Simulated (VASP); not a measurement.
Input of a VASP 6.6.1 run:

The input POSCAR:

```
SiC
1.0
    3.0751950076      0.0000000000      0.0000000000
   -1.5375975038      2.6631969982      0.0000000000
    0.0000000000      0.0000000000      5.0481668526
Si C
2 2
Direct
    0.3333333333      0.6666666667      0.0046028828
    0.6666666667      0.3333333333      0.5046028828
    0.3333333333      0.6666666667      0.3407787754
    0.6666666667      0.3333333333      0.8803971172
```

INCAR.step1

```
SYSTEM = SiC
  ALGO = Normal
  EDIFF = 1E-4
  ENCUT = 520
  GGA = PE
  ISMEAR = 0
  LASPH = .TRUE.
  LCHARG = .FALSE.
  LREAL = .FALSE.
  LWAVE = .TRUE.
  NBANDS = 16
  NELM = 60
  PREC = Accurate
  SIGMA = 0.05
```

The input INCAR.step2:

```
SYSTEM = SiC
  ALGO = Normal
  EDIFF = 1E-6
  ENCUT = 520
  ISIF = 2
  ISMEAR = 0
  ISTART = 1
  LASPH = .TRUE.
  LCHARG = .FALSE.
  LMIXTAU = .TRUE.
  LREAL = .FALSE.
  LWAVE = .FALSE.
  METAGGA = R2SCAN
  NBANDS = 16
  NELM = 60
  PREC = Accurate
  SIGMA = 0.05
```

Contents of KPOINTS:

```
k-points
0
G
  12 12 6
  0 0 0
```

Potentials or basis: VASP PAW PBE potentials, release 64 (Si, C).

Launch:

```sh
$ cat potpaw_PBE.64/Si/POTCAR potpaw_PBE.64/C/POTCAR > POTCAR
$ cp INCAR.step1 INCAR
$ mpirun -np 1 vasp_std > vasp.out
$ cp INCAR.step2 INCAR
$ mpirun -np 1 vasp_std > vasp.out
```

Q: Estimate the band gap on the k mesh.

A: 1.79 eV (least direct gap 4.15 eV).

Q: Estimate the pressure.

A: 3.6 GPa.

Q: What does it give for the largest force?

A: 6.888 eV/Å.

Forces on the atoms (eV/Å):
```
Si   0.000  0.000 -3.512
Si   0.000  0.000 -2.071
C    0.000  0.000  6.888
C    0.000  0.000 -1.304
```

Caveat: the cell differs from its parent crystal (atom 3 (C) moved by (+0.000, -0.200) A along [1 1 0] and z); the stress differs along the axes, from -2 to 16 GPa; the PAW data sets were made with another functional, which shifts forces and pressure a little. A k mesh can miss the band edges.
